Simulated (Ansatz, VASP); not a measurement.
**Two plane-wave programs on SbTe2O3**

```
Sb Te O
1.0
     4.66014    0.00000    0.00000
     0.00000    4.66014    0.00000
     0.00000    0.00000    5.21572
Sb Te O
1 2 3
Direct
  0.00000 0.00000 0.32497
  0.50000 0.00000 0.84369
  0.00000 0.50000 0.84369
  0.50000 0.00000 0.22523
  0.00000 0.50000 0.22523
  0.50000 0.50000 0.83164
```

Alike in both runs: task relaxation of cell and atoms; functional PBE; k mesh 8 × 8 × 8; occupations gaussian, width 0.1 eV; no spin polarisation.

```csv
,VASP,Ansatz
version,VASP 6.6.1,Ansatz 0.2.0
potentials or method,"VASP PAW PBE potentials, release 64 (Sb, Te, O), cutoff 600 eV","scalar-relativistic, plane waves, PAW"
valence electrons in the cell,35,65
```

Ansatz gave:

* gap on the k mesh at the Fermi level, each at its own relaxed structure (eV): none
* relaxed volume (Å³/atom): 18.94
* relaxed cell length with the largest relative difference (Å): 5.229

Task: Estimate VASP's values.

Result: gap on the k mesh at the Fermi level, each at its own relaxed structure (eV): none; relaxed volume (Å³/atom): 18.78; relaxed cell length with the largest relative difference (Å): 5.213.

A gap of «none» marks a metal or a gap that the smearing closes. VASP's potentials hold 35 valence electrons a cell and Ansatz's 65, so a difference there can come from the potentials and not from the codes.

Neither program's run includes spin-orbit coupling.
